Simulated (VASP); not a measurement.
# MgS (F-43m) in VASP: notebook

The runs below take MgS through phonons, with r2SCAN+D3(BJ).

Program: VASP 6.6.1. These are calculated values, not measurements. Logs are shortened: lines on timing, memory, paths and dates and some standing lists are left out, and cuts for length are marked.

## 1. The cell of the first run

The structure is cubic, space group F-43m (No. 216). Conventional cell: a = 5.539 Å, b = 5.539 Å, c = 5.539 Å, α = 90.00°, β = 90.00°, γ = 90.00°. Mg (site symmetry -43m) has 4 S at 2.40 Å within 3.2 Å. S (site symmetry -43m) has 4 Mg at 2.40 Å within 3.2 Å.

## 2. Phonons, r2SCAN+D3(BJ)

Contents of INCAR:

```
ALGO = Normal ; EDIFF = 1E-8
ENCUT = 520 ; IBRION = 6
ISIF = 2 ; ISMEAR = 0
IVDW = 12 ; LASPH = True
LCHARG = False ; LMIXTAU = True
LREAL = False ; LWAVE = False
METAGGA = R2SCAN ; NBANDS = 11
NELM = 60 ; NFREE = 2
NSW = 1 ; POTIM = 0.015
PREC = Accurate ; SIGMA = 0.01
VDW_A1 = 0.49484001 ; VDW_A2 = 5.73083694
VDW_S6 = 1.0 ; VDW_S8 = 0.78981345
```

Contents of KPOINTS:

```
k-points
0
Gamma
  8 8 8
```

Contents of POSCAR:

```
MgS
1.0
    0.0000000000      2.7695000000      2.7695000000
    2.7695000000      0.0000000000      2.7695000000
    2.7695000000      2.7695000000      0.0000000000
Mg S
1 1
Direct
    0.0000000000      0.0000000000      0.0000000000
    0.2500000000      0.2500000000      0.2500000000
```

Potentials or basis: VASP PAW PBE potentials, release 64 (Mg, S).

Run with:

```sh
$ cat potpaw_PBE.64/Mg/POTCAR potpaw_PBE.64/S/POTCAR > POTCAR
$ mpirun -np 1 vasp_std > vasp.out
```

OUTCAR:

```text
EDIFF = 1E-8
   ENCUT = 520
   IBRION = 6
   ISIF = 2
   ISMEAR = 0
   IVDW = 12
   LASPH = True
   LREAL = False
   METAGGA = R2SCAN
   NELM = 60
   NFREE = 2
   NSW = 1
   POTIM = 0.015
   PREC = Accurate
 IVDW          = 12

 ion  position               nearest neighbor table
   1  0.000  0.000  0.000-   2 2.40   2 2.40   2 2.40   2 2.40
   2  0.250  0.250  0.250-   1 2.40   1 2.40   1 2.40   1 2.40

  LATTYP: Found a face centered cubic cell.
 ALAT       =     5.5390000000

  Lattice vectors:

 A1 = (   0.0000000000,   2.7695000000,   2.7695000000)
 A2 = (   2.7695000000,   0.0000000000,   2.7695000000)
 A3 = (   2.7695000000,   2.7695000000,   0.0000000000)

Analysis of symmetry for initial positions (statically):
=====================================================================
 Subroutine PRICEL returns:
 Original cell was already a primitive cell.

 Routine SETGRP: Setting up the symmetry group for a
 face centered cubic supercell.

 Subroutine GETGRP returns: Found 24 space group operations
 (whereof 24 operations were pure point group operations)
 out of a pool of 48 trial point group operations.

The static configuration has the point symmetry T_d .

Analysis of symmetry for dynamics (positions and initial velocities):
=====================================================================
 Subroutine PRICEL returns:
 Original cell was already a primitive cell.

 Routine SETGRP: Setting up the symmetry group for a
 face centered cubic supercell.

 Subroutine GETGRP returns: Found 24 space group operations
 (whereof 24 operations were pure point group operations)
 out of a pool of 48 trial point group operations.

The dynamic configuration has the point symmetry T_d .

 Subroutine INISYM returns: Found 24 space group operations
 (whereof 24 operations are pure point group operations),
 and found     1 'primitive' translations

----------------------------------------------------------------------------------------

                                     Primitive cell

  volume of cell :      42.4849

  direct lattice vectors                    reciprocal lattice vectors
     0.000000000  2.769500000  2.769500000    -0.180538003  0.180538003  0.180538003
     2.769500000  0.000000000  2.769500000     0.180538003 -0.180538003  0.180538003
     2.769500000  2.769500000  0.000000000     0.180538003  0.180538003 -0.180538003

  length of vectors
     3.916664461  3.916664461  3.916664461     0.312700994  0.312700994  0.312700994

  position of ions in fractional coordinates (direct lattice)
     0.000000000  0.000000000  0.000000000
     0.250000000  0.250000000  0.250000000

  ion indices of the primitive-cell ions
   primitive index   ion index
                 1           1
                 2           2

----------------------------------------------------------------------------------------

 KPOINTS: k-points

Automatic generation of k-mesh.
 Grid dimensions read from file:
 generate k-points for:    8    8    8

 Generating k-lattice:

  Cartesian coordinates                     Fractional coordinates (reciprocal lattice)
    -0.022567250  0.022567250  0.022567250     0.125000000  0.000000000  0.000000000
     0.022567250 -0.022567250  0.022567250     0.000000000  0.125000000  0.000000000
     0.022567250  0.022567250 -0.022567250     0.000000000  0.000000000  0.125000000

  Length of vectors
     0.039087624  0.039087624  0.039087624

  Shift w.r.t. Gamma in fractional coordinates (k-lattice)
     0.000000000  0.000000000  0.000000000

 Subroutine IBZKPT returns following result:
 ===========================================

 Found     29 irreducible k-points:

 Following reciprocal coordinates:
            Coordinates               Weight
  0.000000  0.000000  0.000000      1.000000
  0.125000  0.000000  0.000000      8.000000
  0.250000  0.000000  0.000000      8.000000
  0.375000  0.000000  0.000000      8.000000
  0.500000  0.000000  0.000000      4.000000
  0.125000  0.125000  0.000000      6.000000
[... 16 lines left out ...]
  0.500000  0.250000  0.125000     48.000000
 -0.375000  0.250000  0.125000     24.000000
 [... further k-points ...]
   k-points           NKPTS =     29   k-points in BZ     NKDIM =     29   number of bands    NBANDS=     11
   number of dos      NEDOS =    301   number of ions     NIONS =      2
   total plane-waves  NPLWV =  27000
   dimension x,y,z NGX =    30 NGY =   30 NGZ =   30
   dimension x,y,z NGXF=    60 NGYF=   60 NGZF=   60
   ions per type =               1   1
   NGX,Y,Z   is equivalent  to a cutoff of  12.73, 12.73, 12.73 a.u.
   NGXF,Y,Z  is equivalent  to a cutoff of  25.47, 25.47, 25.47 a.u.
 SYSTEM =  unknown system
   PREC   = accura    normal or accurate (medium, high low for compatibility)
   ISTART =      0    job   : 0-new  1-cont  2-samecut
   ICHARG =      2    charge: 1-file 2-atom 10-const
   ISPIN  =      1    spin polarized calculation?
   LNONCOLLINEAR =      F non collinear calculations
   LSORBIT =      F    spin-orbit coupling
   LASPH  =      T    aspherical Exc in radial PAW
   ENCUT  =  520.0 eV  38.22 Ry    6.18 a.u.   7.28  7.28  7.28*2*pi/ulx,y,z
   NELM   =     60;   NELMIN=  2; NELMDL= -5     # of ELM steps
   EDIFF  = 0.1E-07   stopping-criterion for ELM
   LREAL  =      F    real-space projection
   EDIFFG = 0.1E-06   stopping-criterion for IOM
   NSW    =     61    number of steps for IOM
   IBRION =      6    ionic relax: 0-MD 1-quasi-New 2-CG
   NFREE  =      2    steps in history (QN), initial steepest desc. (CG)
   ISIF   =      2    stress and relaxation
   ISYM   =      2    0-nonsym 1-usesym 2-fastsym
   POTIM  = 0.0150    time-step for ionic-motion
   TEBEG  =    0.0;   TEEND  =   0.0 temperature during run
   PSTRESS=    0.0 pullay stress
   NELECT =       8.0000    total number of electrons
   NUPDOWN=      -1.0000    fix difference up-down
   EMIN   =  10.00;   EMAX   =-10.00  energy-range for DOS
   EFERMI =   0.00;   METHOD = LEGACY
   ISMEAR =     0;   SIGMA  =   0.01  broadening in eV -4-tet -1-fermi 0-gaus
   EFERMI_NEDOS =   21; number of points for ismear=-14 and -15
   IALGO  =     38    algorithm
   IMIX   =      4    mixing-type and parameters
     AMIX     =   0.40;   BMIX     =  1.00
     AMIX_MAG =   1.60;   BMIX_MAG =  1.00
  volume/ion in A,a.u.               =      21.24       143.35
  Fermi-wavevector in a.u.,A,eV,Ry     =   0.938340  1.773205 11.979679  0.880482
  Thomas-Fermi vector in A             =   2.065542
   LORBIT       =      0    0 simple, 1 ext, 2 COOP (PROOUT), +10 PAW based schemes
   METAGGA = R2SCAN    functional components
   LHFCALC =     F    Hartree Fock is set to
   AEXX    =    0.0000 exact exchange contribution
   IVDW    =    12    specifies the selected vdW correction
   LEPSILON=     F    determine dielectric tensor
   LRPA    =     F    only Hartree local field effects (RPA)
 finite differences with symmetry
 non-spin polarized calculation
 Gauss-broadening in eV      SIGMA  =   0.01
  energy-cutoff  :      520.00
  volume of cell :       42.48
 maximum number of plane-waves:      1162
 NGX is ok and might be reduce to    30
   NGX = 15   NGY = 15   NGZ = 15

--------------------------------------- Ionic step        1  -------------------------------------------

 number of electron       7.9999999 magnetization

 Free energy of the ion-electron system (eV)
  ---------------------------------------------------
  ext. energy  EPLUGINS =         0.00000000
  ---------------------------------------------------
  free energy    TOTEN  =       -15.41681904 eV

  energy without entropy =      -15.41681904  energy(sigma->0) =      -15.41681904

------------------------ aborting loop because EDIFF is reached ----------------------------------------

 Edisp (eV)   -0.27781

 E8    (eV) :    -0.0861
[... 151 lines left out ...]
--------------------------------------- Ionic step        5  -------------------------------------------

 number of electron       7.9999999 magnetization

 Free energy of the ion-electron system (eV)
  ---------------------------------------------------
  ext. energy  EPLUGINS =         0.00000000
  ---------------------------------------------------
  free energy    TOTEN  =       -15.41602215 eV

  energy without entropy =      -15.41602215  energy(sigma->0) =      -15.41602215

 E-fermi :   1.2805     XC(G=0):  -9.0422

 val. band max:        1.2114178924   @ k =   0.0000   0.0000   0.0000
 cond. band min:       5.4573171092   @ k =   0.5000   0.5000   0.0000
 fundamental gap:      4.2458992168
 Fermi energy:         1.2804692352

 k-point     1 :       0.0000    0.0000    0.0000
  band No.  band energies     occupation
      1     -10.7804      2.00000
      2       1.1716      2.00000
      3       1.1918      2.00000
      4       1.2114      2.00000
      5       5.6811      0.00000
      6       9.9527      0.00000
      7       9.9558      0.00000
      8       9.9590      0.00000
      9      12.7832      0.00000
     10      12.7842      0.00000
     11      16.3968      0.00000
[... 309 lines left out ...]
 k-point    24 :      -0.3750    0.2500    0.1250
  band No.  band energies     occupation
      1      -9.8476      2.00000
      2      -1.8075      2.00000
      3      -0.2040      2.00000
      4       0.4989      2.00000
      5       7.8530      0.00000
      6       8.5816      0.00000
      7      10.8397      0.00000
      8      11.0416      0.00000
      9      13.7609      0.00000
     10      15.2247      0.00000
     11      16.6819      0.00000

 [... further k-points ...]

------------------------ aborting loop because EDIFF is reached ----------------------------------------

 Edisp (eV)   -0.27781

 E8    (eV) :    -0.0861
[... 25 lines left out ...]
  FREE ENERGIE OF THE ION-ELECTRON SYSTEM (eV)
  ---------------------------------------------------
  free  energy   TOTEN  =       -15.6938361315 eV

  energy  without entropy=      -15.6938361315  energy(sigma->0) =      -15.69383613

 INTERNAL STRAIN TENSORS FROM DISPLACED ATOMS
 ============================================

 INTERNAL STRAIN TENSOR FOR ION    1 for displacements in x,y,z  (eV/Angst):
          X           Y           Z          XY          YZ          ZX
  --------------------------------------------------------------------------------
  x    -0.00000    -0.00000     0.00000     0.00000     8.35953     0.00000
  y    -0.00000    -0.00000     0.00000     0.00000     0.00000     8.35953
  z     0.00000     0.00000    -0.00000     8.35953     0.00000     0.00000

 INTERNAL STRAIN TENSOR FOR ION    2 for displacements in x,y,z  (eV/Angst):
          X           Y           Z          XY          YZ          ZX
  --------------------------------------------------------------------------------
  x     0.00000     0.00000     0.00000     0.00000    -8.29210     0.00000
  y     0.00000    -0.00000     0.00000     0.00000     0.00000    -8.29210
  z     0.00000     0.00000     0.00000    -8.29210     0.00000     0.00000

 Eigenvectors and eigenvalues of the dynamical matrix
 ----------------------------------------------------

   1 f  =   11.184515 THz    70.274383 2PiTHz  373.075276 cm-1    46.255418 meV
             X         Y         Z           dx          dy          dz
      0.000000  0.000000  0.000000     0.757753   -0.000000    0.000000
      1.384750  1.384750  1.384750    -0.652541    0.000000    0.000000
[... 21 lines left out ...]
   6 f/i=    0.060476 THz     0.379982 2PiTHz    2.017260 cm-1     0.250108 meV
             X         Y         Z           dx          dy          dz
      0.000000  0.000000  0.000000    -0.461421    0.461411    0.000000
      1.384750  1.384750  1.384750    -0.535818    0.535807    0.000000

 ELASTIC MODULI CONTR FROM IONIC RELAXATION (kBar)
 Direction    XX          YY          ZZ          XY          YZ          ZX
 --------------------------------------------------------------------------------
 XX          -0.0000     -0.0000      0.0000      0.0000      0.0000      0.0000
 YY          -0.0000     -0.0000      0.0000      0.0000      0.0000     -0.0000
 ZZ           0.0000      0.0000     -0.0000      0.0000     -0.0000     -0.0000
 XY           0.0000      0.0000      0.0000   -369.9744     -0.0000     -0.0000
 YZ           0.0000      0.0000     -0.0000     -0.0000   -369.9744     -0.0000
 ZX           0.0000     -0.0000     -0.0000     -0.0000     -0.0000   -369.9744
 --------------------------------------------------------------------------------
```

It took 10 min on 1 thread of Intel Xeon Platinum 8259CL at 2.50GHz (Skylake/Cascade Lake), shared host; peak memory 0.24 GiB.

Results:

```yaml
Highest_phonon_frequency_at_Γ_LO-TO_splitting_left_out: 373 cm⁻¹
Dispersion_energy_per_atom: -0.139 eV
```

Phonon frequencies in cm⁻¹ (negative: imaginary):
```tsv
q point	frequencies
(0.000, 0.000, 0.000)	-2 -2 -2 373 373 373
```

Caveat: the cell stands under pressure or tension, which shifts response properties; the PAW data sets were made with another functional, which shifts forces and pressure a little.

## 3. Phonons, r2SCAN+D3(BJ)

This run uses another cell than the first one, of 22.36 Å³/atom.

Contents of INCAR:

```
SYSTEM = MgS
ALGO = Normal
EDIFF = 1E-8
ENCUT = 520
IBRION = 6
ISIF = 2
ISMEAR = 0
IVDW = 12
LASPH = .True.
LCHARG = .True.
LMIXTAU = .True.
LREAL = .False.
LWAVE = .False.
METAGGA = R2SCAN
NBANDS = 11
NELM = 80
NFREE = 2
NSW = 1
POTIM = 0.015
PREC = Accurate
SIGMA = 0.01
VDW_A1 = 0.49484001
VDW_A2 = 5.73083694
VDW_S6 = 1.0
VDW_S8 = 0.78981345
```

Contents of KPOINTS:

```
k-points
0
Gamma
  8 8 8
  0 0 0
```

Contents of POSCAR:

```
MgS
1.0
    0.0000000000      2.8173000000      2.8173000000
    2.8173000000      0.0000000000      2.8173000000
    2.8173000000      2.8173000000      0.0000000000
Mg S
1 1
Direct
    0.0000000000      0.0000000000      0.0000000000
    0.2500000000      0.2500000000      0.2500000000
```

Potentials or basis: VASP PAW PBE potentials, release 64 (Mg, S).

Run with:

```sh
$ cat potpaw_PBE.64/Mg/POTCAR potpaw_PBE.64/S/POTCAR > POTCAR
$ mpirun -np 1 vasp_std > vasp.out
```

OUTCAR:

```text
SYSTEM = MgS
   EDIFF = 1E-8
   ENCUT = 520
   IBRION = 6
   ISIF = 2
   ISMEAR = 0
   IVDW = 12
   LASPH = .True.
   LREAL = .False.
   METAGGA = R2SCAN
   NELM = 80
   NFREE = 2
   NSW = 1
   POTIM = 0.015
   PREC = Accurate
 IVDW          = 12

 ion  position               nearest neighbor table
   1  0.000  0.000  0.000-   2 2.44   2 2.44   2 2.44   2 2.44
   2  0.250  0.250  0.250-   1 2.44   1 2.44   1 2.44   1 2.44

  LATTYP: Found a face centered cubic cell.
 ALAT       =     5.6346000000

  Lattice vectors:

 A1 = (   0.0000000000,   2.8173000000,   2.8173000000)
 A2 = (   2.8173000000,   0.0000000000,   2.8173000000)
 A3 = (   2.8173000000,   2.8173000000,   0.0000000000)

Analysis of symmetry for initial positions (statically):
=====================================================================
 Subroutine PRICEL returns:
 Original cell was already a primitive cell.

 Routine SETGRP: Setting up the symmetry group for a
 face centered cubic supercell.

 Subroutine GETGRP returns: Found 24 space group operations
 (whereof 24 operations were pure point group operations)
 out of a pool of 48 trial point group operations.

The static configuration has the point symmetry T_d .

Analysis of symmetry for dynamics (positions and initial velocities):
=====================================================================
 Subroutine PRICEL returns:
 Original cell was already a primitive cell.

 Routine SETGRP: Setting up the symmetry group for a
 face centered cubic supercell.

 Subroutine GETGRP returns: Found 24 space group operations
 (whereof 24 operations were pure point group operations)
 out of a pool of 48 trial point group operations.
[... 314 lines left out ...]
  ---------------------------------------------------
  ext. energy  EPLUGINS =         0.00000000
  ---------------------------------------------------
  free energy    TOTEN  =       -15.44923000 eV

  energy without entropy =      -15.44923000  energy(sigma->0) =      -15.44923000

 E-fermi :   0.9639     XC(G=0):  -8.8339

 val. band max:        0.8782405729   @ k =   0.0000   0.0000   0.0000
 cond. band min:       5.0655066253   @ k =   0.0000   0.0000   0.0000
 fundamental gap:      4.1872660524
 Fermi energy:         0.9638770318

 k-point     1 :       0.0000    0.0000    0.0000
  band No.  band energies     occupation
      1     -10.9292      2.00000
      2       0.8393      2.00000
      3       0.8590      2.00000
      4       0.8782      2.00000
      5       5.0655      0.00000
      6       9.4877      0.00000
      7       9.4908      0.00000
      8       9.4940      0.00000
      9      12.3444      0.00000
     10      12.3453      0.00000
     11      15.6836      0.00000
[... 309 lines left out ...]
 k-point    24 :      -0.3750    0.2500    0.1250
  band No.  band energies     occupation
      1     -10.0931      2.00000
      2      -1.9791      2.00000
      3      -0.4589      2.00000
      4       0.2066      2.00000
      5       7.4651      0.00000
      6       8.0593      0.00000
      7      10.3749      0.00000
      8      10.4173      0.00000
      9      13.1416      0.00000
     10      14.5993      0.00000
     11      15.9685      0.00000

 [... further k-points ...]

------------------------ aborting loop because EDIFF is reached ----------------------------------------

 Edisp (eV)   -0.26387

 E8    (eV) :    -0.0818
[... 25 lines left out ...]
  FREE ENERGIE OF THE ION-ELECTRON SYSTEM (eV)
  ---------------------------------------------------
  free  energy   TOTEN  =       -15.7130998864 eV

  energy  without entropy=      -15.7130998864  energy(sigma->0) =      -15.71309989

 INTERNAL STRAIN TENSORS FROM DISPLACED ATOMS
 ============================================

 INTERNAL STRAIN TENSOR FOR ION    1 for displacements in x,y,z  (eV/Angst):
          X           Y           Z          XY          YZ          ZX
  --------------------------------------------------------------------------------
  x     0.00000    -0.00000    -0.00000     0.00000     6.54266     0.00000
  y    -0.00000    -0.00000    -0.00000     0.00000     0.00000     6.54266
  z    -0.00000    -0.00000     0.00000     6.54266     0.00000     0.00000

 INTERNAL STRAIN TENSOR FOR ION    2 for displacements in x,y,z  (eV/Angst):
          X           Y           Z          XY          YZ          ZX
  --------------------------------------------------------------------------------
  x     0.00000    -0.00000     0.00000     0.00000    -6.47666     0.00000
  y    -0.00000     0.00000     0.00000     0.00000     0.00000    -6.47666
  z    -0.00000     0.00000     0.00000    -6.47666     0.00000     0.00000

 Eigenvectors and eigenvalues of the dynamical matrix
 ----------------------------------------------------

   1 f  =   10.331238 THz    64.913084 2PiTHz  344.613011 cm-1    42.726549 meV
             X         Y         Z           dx          dy          dz
      0.000000  0.000000  0.000000     0.000000    0.000000    0.757934
      1.408650  1.408650  1.408650     0.000000   -0.000000   -0.652331
[... 21 lines left out ...]
   6 f/i=    0.058730 THz     0.369011 2PiTHz    1.959021 cm-1     0.242888 meV
             X         Y         Z           dx          dy          dz
      0.000000  0.000000  0.000000    -0.177196    0.358932   -0.515077
      1.408650  1.408650  1.408650    -0.205882    0.417038   -0.598462

 ELASTIC MODULI CONTR FROM IONIC RELAXATION (kBar)
 Direction    XX          YY          ZZ          XY          YZ          ZX
 --------------------------------------------------------------------------------
 XX          -0.0000     -0.0000     -0.0000      0.0000      0.0000      0.0000
 YY          -0.0000     -0.0000     -0.0000      0.0000      0.0000      0.0000
 ZZ          -0.0000     -0.0000     -0.0000      0.0000      0.0000      0.0000
 XY           0.0000      0.0000      0.0000   -251.8303      0.0000     -0.0000
 YZ           0.0000      0.0000      0.0000      0.0000   -251.8303     -0.0000
 ZX           0.0000      0.0000      0.0000     -0.0000     -0.0000   -251.8303
 --------------------------------------------------------------------------------
```

It took 11 min on 1 thread of Intel Xeon Platinum 8259CL at 2.50GHz (Skylake/Cascade Lake), shared host; peak memory 0.24 GiB.

Results:

| Property | Result |
| --- | --- |
| Highest phonon frequency at Γ, LO-TO splitting left out | 345 cm⁻¹ |
| Dispersion energy per atom | -0.132 eV |

Phonon frequencies in cm⁻¹ (negative: imaginary):
```csv
q point,frequencies
"(0.000, 0.000, 0.000)",-2 -2 -2 345 345 345
```

Caveat: the PAW data sets were made with another functional, which shifts forces and pressure a little.
